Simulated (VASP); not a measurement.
Here is a VASP 6.6.1 calculation.

The input INCAR:

```
SYSTEM = Ga
ALGO     = Fast           ! electronic algorithm
EDIFF    = 1E-6           ! SCF threshold, eV
ENCUT    = 520            ! plane-wave cutoff, eV
GGA      = PE             ! functional
ISIF     = 2              ! what is computed and relaxed
ISMEAR   = 0              ! smearing method
LASPH    = .TRUE.         ! aspherical terms in the spheres
LCHARG   = .FALSE.        ! write CHGCAR
LREAL    = .FALSE.        ! projectors in reciprocal space
LWAVE    = .FALSE.        ! write WAVECAR
NBANDS   = 34             ! bands
NELM     = 60             ! most SCF steps
PREC     = Accurate       ! precision mode
SIGMA    = 0.05           ! smearing width, eV
```

File KPOINTS:

```
k-points
0
G
  10 10 10
  0 0 0
```

File POSCAR:

```
Ga
1.0
    2.3259316788     -3.9133168960      0.0000000000
    2.3259316788      3.9133168960      0.0000000000
    0.0000000000      0.0000000000      4.6440848224
Ga
4
Direct
    0.8430641937      0.1569358063      0.0821781614
    0.6569358063      0.3430641937      0.5821781614
    0.1569358063      0.8430641937      0.9178218386
    0.3430641937      0.6569358063      0.4178218386
```

Potentials or basis: VASP PAW PBE potentials, release 64 (Ga_d).

Command:

```bash
$ cat potpaw_PBE.64/Ga_d/POTCAR > POTCAR
$ mpirun -np 1 vasp_std > vasp.out
```

**Question.** Estimate the pressure.

**Answer.** -1.6 GPa.

**Question.** Predict the band gap on the k mesh.

**Answer.** Zero (bands 26 and 27 overlap by 1.31 eV).

Forces on the atoms (eV/Å):
```
Ga   0.000  0.001 -0.002
Ga   0.000 -0.001 -0.002
Ga   0.000 -0.001  0.002
Ga   0.000  0.001  0.002
```
